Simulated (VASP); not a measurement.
# IrSe (Fm-3m) in VASP: further runs

IrSe is run at these levels: r2SCAN; tasks: single point.

Program: VASP 6.6.1. These are calculated values, not measurements. Logs are shortened: lines on timing, memory, paths and dates and some standing lists are left out, and cuts for length are marked.

## (1) The cell of the first run

Symmetry: Fm-3m, No. 225, cubic system. Conventional cell: a = 5.082 Å, b = 5.082 Å, c = 5.082 Å, α = 90.00°, β = 90.00°, γ = 90.00°. Ir (site symmetry m-3m) has 6 Se at 2.54 Å within 3.4 Å. Se (site symmetry m-3m) has 6 Ir at 2.54 Å within 3.4 Å.

## (2) Single point, r2SCAN (volume scaled by 0.960)

Contents of POSCAR:

```
IrSe
1.0
    0.0000000000      2.5411147443      2.5411147443
    2.5411147443      0.0000000000      2.5411147443
    2.5411147443      2.5411147443      0.0000000000
Ir Se
1 1
Direct
    0.5000000000      0.5000000000      0.5000000000
    0.0000000000      0.0000000000      0.0000000000
```

Contents of INCAR.step1:

```
SYSTEM = IrSe
PREC     = Accurate       ! precision mode
ENCUT    = 520            ! plane-wave cutoff, eV
ISMEAR   = 0              ! smearing method
SIGMA    = 0.05           ! smearing width, eV
LREAL    = .FALSE.        ! projectors in reciprocal space
LASPH    = .TRUE.         ! aspherical terms in the spheres
NELM     = 100            ! most SCF steps
NBANDS   = 14             ! bands
GGA      = PE             ! functional
ALGO     = Normal         ! electronic algorithm
EDIFF    = 1E-4           ! SCF threshold, eV
LWAVE    = .TRUE.         ! write WAVECAR
LCHARG   = .FALSE.        ! write CHGCAR
```

Contents of INCAR.step2:

```
SYSTEM = IrSe
PREC     = Accurate       ! precision mode
ENCUT    = 520            ! plane-wave cutoff, eV
EDIFF    = 1E-7           ! SCF threshold, eV
ISMEAR   = 0              ! smearing method
SIGMA    = 0.05           ! smearing width, eV
LREAL    = .FALSE.        ! projectors in reciprocal space
LASPH    = .TRUE.         ! aspherical terms in the spheres
NELM     = 100            ! most SCF steps
ALGO     = Normal         ! electronic algorithm
ISIF     = 2              ! what is computed and relaxed
LWAVE    = .FALSE.        ! write WAVECAR
LCHARG   = .TRUE.         ! write CHGCAR
METAGGA  = R2SCAN         ! meta-GGA
LMIXTAU  = .TRUE.       
LELF     = .TRUE.         ! ELF
LVHAR    = .TRUE.       
NBANDS   = 14             ! bands
ISTART   = 1
```

Contents of KPOINTS:

```
Automatic mesh
0
G
  12 12 12
  0 0 0
```

Potentials or basis: VASP PAW PBE potentials, release 64 (Ir, Se).

Launch:

```
cat potpaw_PBE.64/Ir/POTCAR potpaw_PBE.64/Se/POTCAR > POTCAR
cp INCAR.step1 INCAR
mpirun -np 1 vasp_std > vasp.out
cp INCAR.step2 INCAR
mpirun -np 1 vasp_std > vasp.out
```

OUTCAR:

```text
SYSTEM = IrSe
   PREC = Accurate
   ENCUT = 520
   EDIFF = 1E-7
   ISMEAR = 0
   LREAL = .FALSE.
   LASPH = .TRUE.
   NELM = 100
   ISIF = 2
   METAGGA = R2SCAN
   ISTART = 1

 ion  position               nearest neighbor table
   1  0.500  0.500  0.500-   2 2.54   2 2.54   2 2.54   2 2.54   2 2.54   2 2.54
   2  0.000  0.000  0.000-   1 2.54   1 2.54   1 2.54   1 2.54   1 2.54   1 2.54

  LATTYP: Found a face centered cubic cell.
 ALAT       =     5.0822294886

  Lattice vectors:

 A1 = (   0.0000000000,   2.5411147443,   2.5411147443)
 A2 = (   2.5411147443,   0.0000000000,   2.5411147443)
 A3 = (   2.5411147443,   2.5411147443,   0.0000000000)

Analysis of symmetry for initial positions (statically):
=====================================================================
 Subroutine PRICEL returns:
 Original cell was already a primitive cell.

 Routine SETGRP: Setting up the symmetry group for a
 face centered cubic supercell.

 Subroutine GETGRP returns: Found 48 space group operations
 (whereof 48 operations were pure point group operations)
 out of a pool of 48 trial point group operations.

The static configuration has the point symmetry O_h .

Analysis of symmetry for dynamics (positions and initial velocities):
=====================================================================
 Subroutine PRICEL returns:
 Original cell was already a primitive cell.

 Routine SETGRP: Setting up the symmetry group for a
 face centered cubic supercell.

 Subroutine GETGRP returns: Found 48 space group operations
 (whereof 48 operations were pure point group operations)
 out of a pool of 48 trial point group operations.

The dynamic configuration has the point symmetry O_h .

 Subroutine INISYM returns: Found 48 space group operations
 (whereof 48 operations are pure point group operations),
 and found     1 'primitive' translations

----------------------------------------------------------------------------------------

                                     Primitive cell

  volume of cell :      32.8173

  direct lattice vectors                    reciprocal lattice vectors
     0.000000000  2.541114744  2.541114744    -0.196764039  0.196764039  0.196764039
     2.541114744  0.000000000  2.541114744     0.196764039 -0.196764039  0.196764039
     2.541114744  2.541114744  0.000000000     0.196764039  0.196764039 -0.196764039

  length of vectors
     3.593678935  3.593678935  3.593678935     0.340805312  0.340805312  0.340805312

[... 85 lines left out ...]
   NFREE  =      0    steps in history (QN), initial steepest desc. (CG)
   ISIF   =      2    stress and relaxation
   ISYM   =      2    0-nonsym 1-usesym 2-fastsym
   POTIM  = 0.5000    time-step for ionic-motion
   TEBEG  =    0.0;   TEEND  =   0.0 temperature during run
   PSTRESS=    0.0 pullay stress
   NELECT =      15.0000    total number of electrons
   NUPDOWN=      -1.0000    fix difference up-down
   EMIN   =  10.00;   EMAX   =-10.00  energy-range for DOS
   EFERMI =   0.00;   METHOD = LEGACY
   ISMEAR =     0;   SIGMA  =   0.05  broadening in eV -4-tet -1-fermi 0-gaus
   EFERMI_NEDOS =   21; number of points for ismear=-14 and -15
   IALGO  =     38    algorithm
   IMIX   =      4    mixing-type and parameters
     AMIX     =   0.40;   BMIX     =  1.00
     AMIX_MAG =   1.60;   BMIX_MAG =  1.00
  volume/ion in A,a.u.               =      16.41       110.73
  Fermi-wavevector in a.u.,A,eV,Ry     =   1.261065  2.383068 21.637157  1.590286
  Thomas-Fermi vector in A             =   2.394543
   LORBIT       =      0    0 simple, 1 ext, 2 COOP (PROOUT), +10 PAW based schemes
   METAGGA = R2SCAN    functional components
   LHFCALC =     F    Hartree Fock is set to
   AEXX    =    0.0000 exact exchange contribution
   IVDW    =     0    specifies the selected vdW correction
   LEPSILON=     F    determine dielectric tensor
   LRPA    =     F    only Hartree local field effects (RPA)
 non-spin polarized calculation
 Gauss-broadening in eV      SIGMA  =   0.05
  energy-cutoff  :      520.00
  volume of cell :       32.82
 maximum number of plane-waves:       903
   NGX = 13   NGY = 13   NGZ = 13

 number of electron      15.0000002 magnetization

 Free energy of the ion-electron system (eV)
  ---------------------------------------------------
  ext. energy  EPLUGINS =         0.00000000
  ---------------------------------------------------
  free energy    TOTEN  =       -65.81223146 eV

  energy without entropy =      -65.80967038  energy(sigma->0) =      -65.81095092

 E-fermi :   7.9873     XC(G=0): -12.9543

 val. band max:        7.9827992669   @ k =   0.4167   0.2500   0.0833
 cond. band min:       7.9885046976   @ k =   0.5000   0.4167   0.0000
 fundamental gap:      0.0057054306
 Fermi energy:         7.9873239075

 k-point     1 :       0.0000    0.0000    0.0000
  band No.  band energies     occupation
      1      -8.9532      2.00000
      2       4.8954      2.00000
      3       4.8954      2.00000
      4       4.8954      2.00000
      5       5.1913      2.00000
      6       5.1913      2.00000
      7       6.1468      2.00000
      8       6.1468      2.00000
      9       6.1468      2.00000
     10      11.0007      0.00000
     11      18.2390      0.00000
     12      21.2139      0.00000
     13      21.2139      0.00000
     14      21.2139      0.00000
[... 377 lines left out ...]
      1      -6.9011      2.00000
      2      -0.4441      2.00000
      3       1.8342      2.00000
      4       1.9412      2.00000
      5       6.3447      2.00000
      6       6.4151      2.00000
      7       6.8698      2.00000
      8       9.8002      0.00000
      9      11.4350      0.00000
     10      12.9446      0.00000
     11      15.6419      0.00000
     12      16.6947      0.00000
     13      18.5621      0.00000
     14      22.1157      0.00000

 [... further k-points ...]
[... 5 lines left out ...]
  --------------------------------------------------------------------------------------
  -------------------------------------------------------------------------------------
  Total        1.7828397      1.7828397      1.7828397      0.0000000      0.0000000      0.0000000
  in kB       87.0402338     87.0402338     87.0402338      0.0000000      0.0000000      0.0000000
  external PRESSURE =      87.0402338 kB  Pullay stress =       0.0000000 kB

 VOLUME and BASIS-vectors are now :
 -----------------------------------------------------------------------------
  energy-cutoff  :      520.00
  volume of cell :       32.82
      direct lattice vectors                 reciprocal lattice vectors
     0.000000000  2.541114744  2.541114744    -0.196764039  0.196764039  0.196764039
     2.541114744  0.000000000  2.541114744     0.196764039 -0.196764039  0.196764039
     2.541114744  2.541114744  0.000000000     0.196764039  0.196764039 -0.196764039

 POSITION                                       TOTAL-FORCE (eV/Angst)
 -----------------------------------------------------------------------------------
      2.54111      2.54111      2.54111         0.000000     -0.000000     -0.000000
      0.00000      0.00000      0.00000        -0.000000      0.000000      0.000000
 -----------------------------------------------------------------------------------
    total drift:                                0.000000      0.000000      0.000000

  FREE ENERGIE OF THE ION-ELECTRON SYSTEM (eV)
  ---------------------------------------------------
  free  energy   TOTEN  =       -65.8122314608 eV

  energy  without entropy=      -65.8096703830  energy(sigma->0) =      -65.81095092
```

OUTCAR.step1:

```text
SYSTEM = IrSe
   PREC = Accurate
   ENCUT = 520
   ISMEAR = 0
   LREAL = .FALSE.
   LASPH = .TRUE.
[... 629 lines left out ...]
      2.54111      2.54111      2.54111         0.000000      0.000000      0.000000
      0.00000      0.00000      0.00000        -0.000000     -0.000000     -0.000000
 -----------------------------------------------------------------------------------
    total drift:                                0.000000      0.000000      0.000000

  FREE ENERGIE OF THE ION-ELECTRON SYSTEM (eV)
  ---------------------------------------------------
  free  energy   TOTEN  =       -11.3289084474 eV

  energy  without entropy=      -11.3266797906  energy(sigma->0) =      -11.32779412
```

It took 1.9 min on 1 thread of Intel Xeon Platinum 8559C (Emerald Rapids), shared host; peak memory 0.19 GiB.

Results:

- Free energy: -65.8122 eV
- Pressure: 8.7 GPa

Caveat: the cell differs from its parent crystal (volume scaled by 0.960); the PAW data sets were made with another functional, which shifts forces and pressure a little; spin-orbit coupling is left out, which moves the levels of the heavy elements.

## (3) Single point, r2SCAN (volume scaled by 0.980)

Contents of POSCAR:

```
IrSe
1.0
    0.0000000000      2.5586402274      2.5586402274
    2.5586402274      0.0000000000      2.5586402274
    2.5586402274      2.5586402274      0.0000000000
Ir Se
1 1
Direct
    0.5000000000      0.5000000000      0.5000000000
    0.0000000000      0.0000000000      0.0000000000
```

Contents of INCAR.step1:

```
PREC = Accurate
ENCUT = 520
ISMEAR = 0
SIGMA = 0.05
LREAL = False
LASPH = True
NELM = 80
NBANDS = 14
GGA = PE
ALGO = Normal
EDIFF = 1E-4
LWAVE = True
LCHARG = False
```

Contents of INCAR.step2:

```
PREC = Accurate
ENCUT = 520
EDIFF = 1E-6
ISMEAR = 0
SIGMA = 0.05
LREAL = False
LASPH = True
NELM = 80
ALGO = Normal
ISIF = 2
LWAVE = False
LCHARG = True
METAGGA = R2SCAN
LMIXTAU = True
LELF = True
LVHAR = True
NBANDS = 14
ISTART = 1
```

Contents of KPOINTS:

```
regular mesh
0
Gamma
  12 12 12
```

Potentials or basis: VASP PAW PBE potentials, release 64 (Ir, Se).

Launch:

```
cat potpaw_PBE.64/Ir/POTCAR potpaw_PBE.64/Se/POTCAR > POTCAR
cp INCAR.step1 INCAR
mpirun -np 1 vasp_std > vasp.out
cp INCAR.step2 INCAR
mpirun -np 1 vasp_std > vasp.out
```

It took 1.7 min on 1 thread of Intel Xeon Platinum 8559C (Emerald Rapids), shared host; peak memory 0.19 GiB.

Results (log left out):

* Free energy: -65.8403 eV
* Pressure: 4.5 GPa

Levels at points of the mesh, in eV from the Fermi level:
```csv
k point,band 6,band 7,band 8,band 9,band 10,band 11
"(0.00, 0.00, 0.00)",-2.69,-1.81,-1.81,-1.81,2.84,10.31
"(0.50, 0.00, 0.00)",-1.45,-0.91,3.71,4.48,4.48,6.86
"(0.50, 0.50, 0.00)",-1.97,-0.97,-0.97,-0.32,1.37,10.17
```

Caveat: the cell differs from its parent crystal (volume scaled by 0.980); the PAW data sets were made with another functional, which shifts forces and pressure a little; spin-orbit coupling is left out, which moves the levels of the heavy elements.

## (4) Single point, r2SCAN

This run uses another cell than the first one, of 17.06 Å³/atom, 1.040 times its volume.

Contents of POSCAR:

```
IrSe
1.0
    0.0000000000      2.5741756891      2.5741756891
    2.5741756891      0.0000000000      2.5741756891
    2.5741756891      2.5741756891      0.0000000000
Ir Se
1 1
Direct
    0.5000000000      0.5000000000      0.5000000000
    0.0000000000      0.0000000000      0.0000000000
```

Contents of INCAR.step1:

```
  PREC = Accurate
  ENCUT = 520
  ISMEAR = 0
  SIGMA = 0.05
  LREAL = False
  LASPH = True
  NELM = 80
  NBANDS = 14
  GGA = PE
  ALGO = Normal
  EDIFF = 1E-4
  LWAVE = True
  LCHARG = False
```

Contents of INCAR.step2:

```
  PREC = Accurate
  ENCUT = 520
  EDIFF = 1E-6
  ISMEAR = 0
  SIGMA = 0.05
  LREAL = False
  LASPH = True
  NELM = 80
  ALGO = Normal
  ISIF = 2
  LWAVE = False
  LCHARG = False
  METAGGA = R2SCAN
  LMIXTAU = True
  NBANDS = 14
  ISTART = 1
```

KPOINTS is that of step 3.

Potentials or basis: VASP PAW PBE potentials, release 64 (Ir, Se).

Launch:

```
cat potpaw_PBE.64/Ir/POTCAR potpaw_PBE.64/Se/POTCAR > POTCAR
cp INCAR.step1 INCAR
mpirun -np 1 vasp_std > vasp.out
cp INCAR.step2 INCAR
mpirun -np 1 vasp_std > vasp.out
```

OUTCAR:

```text
PREC = Accurate
   ENCUT = 520
   EDIFF = 1E-6
   ISMEAR = 0
   LREAL = False
   LASPH = True
   NELM = 80
   ISIF = 2
   METAGGA = R2SCAN
   ISTART = 1

 ion  position               nearest neighbor table
   1  0.500  0.500  0.500-   2 2.57   2 2.57   2 2.57   2 2.57   2 2.57   2 2.57
   2  0.000  0.000  0.000-   1 2.57   1 2.57   1 2.57   1 2.57   1 2.57   1 2.57

  LATTYP: Found a face centered cubic cell.
 ALAT       =     5.1483513782

  Lattice vectors:

 A1 = (   0.0000000000,   2.5741756891,   2.5741756891)
 A2 = (   2.5741756891,   0.0000000000,   2.5741756891)
[... 586 lines left out ...]
     11      14.8604      0.00000
     12      15.9865      0.00000
     13      17.7588      0.00000
     14      21.4089      0.00000

 [... further k-points ...]
[... 5 lines left out ...]
  --------------------------------------------------------------------------------------
  -------------------------------------------------------------------------------------
  Total        0.2282036      0.2282036      0.2282036     -0.0000000     -0.0000000     -0.0000000
  in kB       10.7173784     10.7173784     10.7173784     -0.0000000     -0.0000000     -0.0000000
  external PRESSURE =      10.7173784 kB  Pullay stress =       0.0000000 kB

 VOLUME and BASIS-vectors are now :
 -----------------------------------------------------------------------------
  energy-cutoff  :      520.00
  volume of cell :       34.11
      direct lattice vectors                 reciprocal lattice vectors
     0.000000000  2.574175689  2.574175689    -0.194236937  0.194236937  0.194236937
     2.574175689  0.000000000  2.574175689     0.194236937 -0.194236937  0.194236937
     2.574175689  2.574175689  0.000000000     0.194236937  0.194236937 -0.194236937

 POSITION                                       TOTAL-FORCE (eV/Angst)
 -----------------------------------------------------------------------------------
      2.57418      2.57418      2.57418         0.000000     -0.000000     -0.000000
      0.00000      0.00000      0.00000        -0.000000      0.000000      0.000000
 -----------------------------------------------------------------------------------
    total drift:                                0.000000      0.000000      0.000000

  FREE ENERGIE OF THE ION-ELECTRON SYSTEM (eV)
  ---------------------------------------------------
  free  energy   TOTEN  =       -65.8509272260 eV

  energy  without entropy=      -65.8482468556  energy(sigma->0) =      -65.84958704
```

OUTCAR.step1:

```text
PREC = Accurate
   ENCUT = 520
   ISMEAR = 0
   LREAL = False
   LASPH = True
[... 629 lines left out ...]
      2.57418      2.57418      2.57418         0.000000      0.000000      0.000000
      0.00000      0.00000      0.00000        -0.000000     -0.000000     -0.000000
 -----------------------------------------------------------------------------------
    total drift:                                0.000000      0.000000      0.000000

  FREE ENERGIE OF THE ION-ELECTRON SYSTEM (eV)
  ---------------------------------------------------
  free  energy   TOTEN  =       -11.3908640837 eV

  energy  without entropy=      -11.3881839420  energy(sigma->0) =      -11.38952401
```

OSZICAR.step1:

```text
N       E                     dE             d eps       ncg     rms          rms(c)
DAV:   1     0.889889000088E+02    0.88989E+02   -0.65492E+03  2016   0.962E+02
DAV:   2    -0.741467500835E+01   -0.96404E+02   -0.82422E+02  2118   0.230E+02
DAV:   3    -0.115021235140E+02   -0.40874E+01   -0.39377E+01  2616   0.500E+01
DAV:   4    -0.115461151964E+02   -0.43992E-01   -0.43970E-01  2298   0.534E+00
DAV:   5    -0.115467780430E+02   -0.66285E-03   -0.66283E-03  2628   0.675E-01    0.114E+01
DAV:   6    -0.114083503857E+02    0.13843E+00   -0.35557E-01  2502   0.719E+00    0.593E+00
DAV:   7    -0.113930144183E+02    0.15336E-01   -0.39865E-02  2570   0.213E+00    0.277E+00
DAV:   8    -0.113911529390E+02    0.18615E-02   -0.17757E-02  2568   0.135E+00    0.276E-01
DAV:   9    -0.113909758122E+02    0.17713E-03   -0.21621E-03  2124   0.309E-01    0.641E-02
DAV:  10    -0.113908588812E+02    0.11693E-03   -0.33605E-04  2180   0.216E-01    0.242E-02
DAV:  11    -0.113908640837E+02   -0.52025E-05   -0.32954E-05  1182   0.391E-02
   1 F= -.11390864E+02 E0= -.11389524E+02  d E =-.268014E-02
```

Wall time 90 s (1 thread of Intel Xeon Platinum 8559C (Emerald Rapids), shared host); peak memory 0.19 GiB.

What came out:

| Item | Value |
| --- | --- |
| Free energy | -65.8509 eV |
| Pressure | 1.1 GPa |

Levels at points of the mesh, in eV from the Fermi level:
```tsv
k point	band 6	band 7	band 8	band 9	band 10	band 11
(0.00, 0.00, 0.00)	-2.60	-1.78	-1.78	-1.78	2.69	10.35
(0.50, 0.00, 0.00)	-1.40	-0.88	3.73	4.36	4.36	6.86
(0.50, 0.50, 0.00)	-1.90	-0.94	-0.94	-0.30	1.30	10.08
```

Caveat: the PAW data sets were made with another functional, which shifts forces and pressure a little; spin-orbit coupling is left out, which moves the levels of the heavy elements.

(Part 1 of 2 ends here.)
